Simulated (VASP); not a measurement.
# I (I4/mmm) in VASP: further runs

Runs on I. Level: PBE+D3(BJ). Tasks: single point, relaxation of cell and atoms.

Everything below comes from runs of VASP 6.6.1. Logs are shortened: lines on timing, memory, paths and dates and some standing lists are left out, and cuts for length are marked.

## (1) The cell of the first run

Symmetry: I4/mmm, No. 139, tetragonal system. The conventional cell has a = 3.199 Å, b = 3.199 Å, c = 7.374 Å, α = 90.00°, β = 90.00°, γ = 90.00°. Within 4.2 Å of I (site symmetry 4/mmm) lie 4 I at 3.20 Å.

## (2) Single point, PBE+D3(BJ)

Contents of INCAR:

```
ALGO = Normal
EDIFF = 1E-6
ENCUT = 520
GGA = PE
ISIF = 2
ISMEAR = 0
IVDW = 12
LASPH = True
LCHARG = True
LELF = True
LREAL = False
LVHAR = True
LWAVE = False
NBANDS = 10
NELM = 100
PREC = Accurate
SIGMA = 0.1
```

Contents of KPOINTS:

```
k-points
0
Gamma
  18 18 18
```

Contents of POSCAR:

```
I
1.0
   -1.5994450339      1.5994450339      3.6871717476
    1.5994450339     -1.5994450339      3.6871717476
    1.5994450339      1.5994450339     -3.6871717476
I
1
Direct
    0.0000000000      0.0000000000      0.0000000000
```

Potentials or basis: VASP PAW PBE potentials, release 64 (I).

Run with:

```bash
$ cat potpaw_PBE.64/I/POTCAR > POTCAR
$ mpirun -np 1 vasp_std > vasp.out
```

OUTCAR:

```text
EDIFF = 1E-6
   ENCUT = 520
   GGA = PE
   ISIF = 2
   ISMEAR = 0
   IVDW = 12
   LASPH = True
   LREAL = False
   NELM = 100
   PREC = Accurate
 IVDW          = 12

 ion  position               nearest neighbor table
   1  0.000  0.000  0.000-

  LATTYP: Found a body centered tetragonal cell.
 ALAT       =     3.1988900678
 C/A-ratio  =     2.3052819381

  Lattice vectors:

 A1 = (  -1.5994450339,   1.5994450339,   3.6871717476)
 A2 = (   1.5994450339,  -1.5994450339,   3.6871717476)
 A3 = (   1.5994450339,   1.5994450339,  -3.6871717476)

Analysis of symmetry for initial positions (statically):
=====================================================================
 Subroutine PRICEL returns:
 Original cell was already a primitive cell.

 Routine SETGRP: Setting up the symmetry group for a
 body centered tetragonal supercell.

 Subroutine GETGRP returns: Found 16 space group operations
 (whereof 16 operations were pure point group operations)
 out of a pool of 16 trial point group operations.

The static configuration has the point symmetry D_4h.

Analysis of symmetry for dynamics (positions and initial velocities):
=====================================================================
 Subroutine PRICEL returns:
 Original cell was already a primitive cell.

 Routine SETGRP: Setting up the symmetry group for a
 body centered tetragonal supercell.

 Subroutine GETGRP returns: Found 16 space group operations
 (whereof 16 operations were pure point group operations)
 out of a pool of 16 trial point group operations.

The dynamic configuration has the point symmetry D_4h.

 Subroutine INISYM returns: Found 16 space group operations
 (whereof 16 operations are pure point group operations),
 and found     1 'primitive' translations

----------------------------------------------------------------------------------------

                                     Primitive cell

  volume of cell :      37.7305

  direct lattice vectors                    reciprocal lattice vectors
    -1.599445034  1.599445034  3.687171748     0.000000000  0.312608429  0.135605292
     1.599445034 -1.599445034  3.687171748     0.312608429  0.000000000  0.135605292
     1.599445034  1.599445034 -3.687171748     0.312608429  0.312608429  0.000000000

  length of vectors
     4.325700444  4.325700444  4.325700444     0.340753320  0.340753320  0.442095081

  position of ions in fractional coordinates (direct lattice)
[... 82 lines left out ...]
   NFREE  =      0    steps in history (QN), initial steepest desc. (CG)
   ISIF   =      2    stress and relaxation
   ISYM   =      2    0-nonsym 1-usesym 2-fastsym
   POTIM  = 0.5000    time-step for ionic-motion
   TEBEG  =    0.0;   TEEND  =   0.0 temperature during run
   PSTRESS=    0.0 pullay stress
   NELECT =       7.0000    total number of electrons
   NUPDOWN=      -1.0000    fix difference up-down
   EMIN   =  10.00;   EMAX   =-10.00  energy-range for DOS
   EFERMI =   0.00;   METHOD = LEGACY
   ISMEAR =     0;   SIGMA  =   0.10  broadening in eV -4-tet -1-fermi 0-gaus
   EFERMI_NEDOS =   21; number of points for ismear=-14 and -15
   IALGO  =     38    algorithm
   IMIX   =      4    mixing-type and parameters
     AMIX     =   0.40;   BMIX     =  1.00
     AMIX_MAG =   1.60;   BMIX_MAG =  1.00
  volume/ion in A,a.u.               =      37.73       254.62
  Fermi-wavevector in a.u.,A,eV,Ry     =   0.933706  1.764449 11.861654  0.871807
  Thomas-Fermi vector in A             =   2.060435
   LORBIT       =      0    0 simple, 1 ext, 2 COOP (PROOUT), +10 PAW based schemes
   GGA     = PE    functional components
   LHFCALC =     F    Hartree Fock is set to
   AEXX    =    0.0000 exact exchange contribution
   IVDW    =    12    specifies the selected vdW correction
   LEPSILON=     F    determine dielectric tensor
   LRPA    =     F    only Hartree local field effects (RPA)
 non-spin polarized calculation
 Gauss-broadening in eV      SIGMA  =   0.10
  energy-cutoff  :      520.00
  volume of cell :       37.73
 maximum number of plane-waves:      1038
   NGX = 17   NGY = 17   NGZ = 17

 number of electron       7.0000000 magnetization

 Free energy of the ion-electron system (eV)
  ---------------------------------------------------
  ext. energy  EPLUGINS =         0.00000000
  ---------------------------------------------------
  free energy    TOTEN  =        -1.38457491 eV

  energy without entropy =       -1.38098205  energy(sigma->0) =       -1.38277848

 E-fermi :   4.1322     XC(G=0):  -8.6195

 val. band max:        4.1078266754   @ k =  -0.3333   0.3333   0.1667
 cond. band min:       4.1393716122   @ k =   0.1111   0.1111  -0.0000
 fundamental gap:      0.0315449368
 Fermi energy:         4.1321511619

 k-point     1 :       0.0000    0.0000    0.0000
  band No.  band energies     occupation
      1      -9.8623      2.00000
      2       2.5431      2.00000
      3       5.2121      0.00000
      4       5.2121      0.00000
      5       9.0433      0.00000
      6      11.7040      0.00000
      7      12.6363      0.00000
      8      16.2664      0.00000
      9      16.2664      0.00000
     10      16.5354      0.00000
[... 287 lines left out ...]
 k-point    24 :      -0.2222    0.0556    0.0000
  band No.  band energies     occupation
      1      -9.3118      2.00000
      2       1.9909      2.00000
      3       2.6638      2.00000
      4       5.2362      0.00000
      5      10.0203      0.00000
      6      12.1641      0.00000
      7      12.9426      0.00000
      8      15.9005      0.00000
      9      16.3907      0.00000
     10      17.7682      0.00000

 [... further k-points ...]

------------------------ aborting loop because EDIFF is reached ----------------------------------------

 Edisp (eV)   -0.34591

 E8    (eV) :    -0.1548

  FORCE on cell =-STRESS in cart. coord.  units (eV):
  Direction    XX          YY          ZZ          XY          YZ          ZX
  --------------------------------------------------------------------------------------
  -------------------------------------------------------------------------------------
  Total      -0.01469    -0.01469    -0.01032     0.00000     0.00000     0.00000
  in kB      -0.62377    -0.62377    -0.43810     0.00000     0.00000     0.00000
  external pressure =       -0.56 kB  Pullay stress =        0.00 kB

 VOLUME and BASIS-vectors are now :
 -----------------------------------------------------------------------------
  energy-cutoff  :      520.00
  volume of cell :       37.73
      direct lattice vectors                 reciprocal lattice vectors
    -1.599445034  1.599445034  3.687171748     0.000000000  0.312608429  0.135605292
     1.599445034 -1.599445034  3.687171748     0.312608429  0.000000000  0.135605292
     1.599445034  1.599445034 -3.687171748     0.312608429  0.312608429  0.000000000

 POSITION                                       TOTAL-FORCE (eV/Angst)
 -----------------------------------------------------------------------------------
      0.00000      0.00000      0.00000         0.000000      0.000000     -0.000000
 -----------------------------------------------------------------------------------
    total drift:                               -0.000000     -0.000000      0.000000

  FREE ENERGIE OF THE ION-ELECTRON SYSTEM (eV)
  ---------------------------------------------------
  free  energy   TOTEN  =        -1.7304846760 eV

  energy  without entropy=       -1.7268918230  energy(sigma->0) =       -1.72868825
```

OSZICAR:

```text
N       E                     dE             d eps       ncg     rms          rms(c)
DAV:   1     0.206281275411E+02    0.20628E+02   -0.24683E+03  9600   0.496E+02
DAV:   2    -0.541302248249E+00   -0.21169E+02   -0.20409E+02 12464   0.838E+01
DAV:   3    -0.140451852821E+01   -0.86322E+00   -0.85784E+00 12134   0.173E+01
DAV:   4    -0.141247732972E+01   -0.79588E-02   -0.79577E-02 12258   0.201E+00
DAV:   5    -0.141258788555E+01   -0.11056E-03   -0.11056E-03 12132   0.218E-01    0.536E+00
DAV:   6    -0.139227817655E+01    0.20310E-01   -0.16508E-02 10822   0.621E-01    0.330E+00
DAV:   7    -0.138464427735E+01    0.76339E-02   -0.34277E-02 10600   0.919E-01    0.119E-01
DAV:   8    -0.138456929322E+01    0.74984E-04   -0.17970E-03 10618   0.255E-01    0.354E-02
DAV:   9    -0.138457317212E+01   -0.38789E-05   -0.25437E-05 12624   0.369E-02    0.190E-02
DAV:  10    -0.138457468852E+01   -0.15164E-05   -0.31871E-06 10858   0.106E-02    0.342E-03
DAV:  11    -0.138457490577E+01   -0.21725E-06   -0.41176E-07  8974   0.369E-03
   1 F= -.17304847E+01 E0= -.17286882E+01  d E =-.359285E-02
```

stdout:

```text
POSCAR found type information on POSCAR I
 POSCAR found :  1 types and       1 ions
 scaLAPACK will be used
 LDA part: xc-table for (Slater+PW92), standard interpolation
 POSCAR, INCAR and KPOINTS ok, starting setup
 FFT: planning ... GRIDC
 FFT: planning ... GRID_SOFT
 FFT: planning ... GRID
 WAVECAR not read
 entering main loop
```

Run time: 53 s. Hardware: 1 thread of Intel Xeon 6975P-C (Granite Rapids), shared host; peak memory 0.31 GiB.

Results:

```yaml
Free_energy: -1.7305 eV
Pressure: -0.1 GPa
Dispersion_energy_per_atom: -0.346 eV
```

Caveat: spin-orbit coupling is left out, which moves the levels of the heavy elements; an odd number of electrons without spin polarisation forces a metal; a magnetic or distorted state may lie lower; pairwise dispersion overbinds metals, which lowers pressure and volume.

## (3) Relaxation of cell and atoms, PBE+D3(BJ)

This run uses another cell than the first one, of 44.63 Å³/atom, 1.183 times its volume.

Contents of INCAR:

```
PREC = Accurate
ENCUT = 600
EDIFF = 1E-6
ISMEAR = 0
SIGMA = 0.1
LREAL = F
LASPH = T
NELM = 100
ALGO = Normal
ISIF = 3
LWAVE = F
LCHARG = F
GGA = PE
IVDW = 12
IBRION = 2
NSW = 100
EDIFFG = -0.005
```

Contents of KPOINTS:

```
regular mesh
0
Gamma
  18 18 18
```

Contents of POSCAR:

```
I
1.0
   -1.6174560000      1.6174560000      4.2648080000
    1.6174560000     -1.6174560000      4.2648080000
    1.6174560000      1.6174560000     -4.2648080000
I
1
Direct
    0.0000000000      0.0000000000      0.0000000000
```

Potentials or basis: VASP PAW PBE potentials, release 64 (I).

Run with:

```bash
$ cat potpaw_PBE.64/I/POTCAR > POTCAR
$ mpirun -np 1 vasp_std > vasp.out
```

It took 13 min on 1 thread of Intel Xeon 6975P-C (Granite Rapids), shared host; peak memory 0.41 GiB.

It converged, with:

- Free energy: -1.7307 eV
- Relaxed volume: 37.59 Å³/atom
- Relaxed cell: a = 4.317 Å, b = 4.317 Å, c = 4.317 Å, α = 136.52°, β = 136.52°, γ = 63.17°
- Space group after relaxing (to 0.05 Å): I4/mmm (No. 139)
- Energy gained by relaxing: 34.6 meV/atom
- Ionic steps: 10
- Pressure after relaxing: 0.0 GPa
- Dispersion energy per atom: -0.347 eV

Step by step:
```tsv
step	energy change (eV)	largest force (eV/Å)	pressure (GPa)	volume (Å³)
1	0.0000	0.0000	-1.08	44.63
2	-0.0077	0.0000	-0.11	42.72
3	-0.0078	0.0000	0.03	42.44
4	-0.0156	0.0000	0.07	41.38
5	-0.0326	0.0000	0.28	38.21
6	0.0487	0.0000	2.95	31.86
7	-0.0336	0.0000	0.33	37.73
8	-0.0339	0.0000	0.44	37.20
9	-0.0331	0.0000	-0.59	38.19
10	-0.0346	0.0000	0.00	37.59
```

Final structure:
```xyz
1
Lattice="-1.5987 1.5987 3.6771 1.5987 -1.5987 3.6771 1.5987 1.5987 -3.6771" Properties=species:S:1:pos:R:3 pbc="T T T"
I     1.5987    1.5987   -3.6771
```

Levels at points of the mesh, in eV from the Fermi level:
| k point | band 2 | band 3 | band 4 | band 5 | band 6 | band 7 |
| --- | --- | --- | --- | --- | --- | --- |
| (0.00, 0.00, 0.00) | -1.58 | 1.08 | 1.08 | 4.92 | 7.57 | 8.52 |
| (0.50, 0.00, 0.00) | -5.33 | -1.67 | 1.95 | 4.77 | 9.49 | 11.29 |
| (0.50, 0.50, 0.00) | -4.22 | -3.76 | -0.58 | 3.83 | 5.94 | 10.61 |
| (0.50, 0.50, 0.50) | -4.36 | 0.74 | 0.74 | 6.84 | 7.22 | 11.98 |

Caveat: the volume moved by over 15 % at a fixed basis, so the end points are rough; spin-orbit coupling is left out, which moves the levels of the heavy elements; an odd number of electrons without spin polarisation forces a metal; a magnetic or distorted state may lie lower; pairwise dispersion overbinds metals, which lowers pressure and volume.

## (4) Relaxation of cell and atoms, PBE+D3(BJ)

Contents of INCAR:

```
SYSTEM = I
PREC = Accurate ; ENCUT = 600
EDIFF = 1E-6 ; ISMEAR = 0
SIGMA = 0.1 ; LREAL = .False.
LASPH = .True. ; NELM = 100
ALGO = Normal ; ISIF = 3
LWAVE = .False. ; LCHARG = .False.
GGA = PE ; IVDW = 12
IBRION = 2 ; NSW = 100
EDIFFG = -0.005
```

Contents of KPOINTS:

```
regular mesh
0
Gamma
  18 18 18
  0 0 0
```

Contents of POSCAR:

```
I
1.0
   -1.5994450339      1.5994450339      3.6871717476
    1.5994450339     -1.5994450339      3.6871717476
    1.5994450339      1.5994450339     -3.6871717476
I
1
Direct
    0.0000000000      0.0000000000      0.0000000000
```

Run with:

```bash
$ cat potpaw_PBE.64/I/POTCAR > POTCAR
$ mpirun -np 1 vasp_std > vasp.out
```

Wall time 4.1 min (1 thread of Intel Xeon 6975P-C (Granite Rapids), shared host); peak memory 0.35 GiB.

It converged, with:

```yaml
Free_energy: -1.7305 eV
Relaxed_volume: 37.63 Å³/atom
Relaxed_cell: a = 4.320 Å, b = 4.320 Å, c = 4.320 Å, α = 136.56°, β = 136.56°, γ = 63.12°
Space_group_after_relaxing_to_0.05_Å: I4/mmm (No. 139)
Energy_gained_by_relaxing: 0.0 meV/atom
Ionic_steps: 10
Pressure_after_relaxing: 0.0 GPa
Dispersion_energy_per_atom: -0.347 eV
```

Final structure:
```xyz
1
Lattice="-1.5986 1.5986 3.6809 1.5986 -1.5986 3.6809 1.5986 1.5986 -3.6809" Properties=species:S:1:pos:R:3 pbc="T T T"
I     0.0000    0.0000    0.0000
```

Levels at points of the mesh, in eV from the Fermi level:
```
           k point  band 1  band 2  band 3  band 4  band 5  band 6  band 7
(0.00, 0.00, 0.00)  -14.01   -1.59    1.08    1.08    4.92    7.57    8.51
(0.50, 0.00, 0.00)  -12.42   -5.33   -1.68    1.95    4.77    9.49   11.28
(0.50, 0.50, 0.00)  -11.00   -4.22   -3.76   -0.58    3.83    5.94   10.59
(0.50, 0.50, 0.50)  -13.62   -4.36    0.74    0.74    6.84    7.22   11.96
```

Caveat: spin-orbit coupling is left out, which moves the levels of the heavy elements; an odd number of electrons without spin polarisation forces a metal; a magnetic or distorted state may lie lower; pairwise dispersion overbinds metals, which lowers pressure and volume.

## (5) The runs side by side

```csv
task,cell,cutoff (eV),gap on the mesh (eV),pressure (GPa),relaxed volume (Å³/atom)
single point,"a = 4.326 Å, angles 136.6, 136.6, 63.1°, 1 atom",520,none,-0.1,-
relaxation of cell and atoms,"relaxed from a = 4.840 Å, angles 140.9, 140.9, 56.4°, 1 atom",600,none,0.0,37.59
relaxation of cell and atoms,"relaxed from a = 4.326 Å, angles 136.6, 136.6, 63.1°, 1 atom",600,none,0.0,37.63
```

Alike in all rows: level PBE+D3(BJ); potentials or basis VASP PAW PBE potentials, release 64 (I); no spin polarisation; k mesh 18 × 18 × 18; smearing gaussian 0.1 eV.

Caveats: spin-orbit coupling is left out, which moves the levels of the heavy elements; an odd number of electrons without spin polarisation forces a metal; a magnetic or distorted state may lie lower; pairwise dispersion overbinds metals, which lowers pressure and volume; the volume moved by over 15 % at a fixed basis, so the end points are rough (some runs).

Total energies depend on the potentials used, so only differences within one code and one set of settings carry meaning.
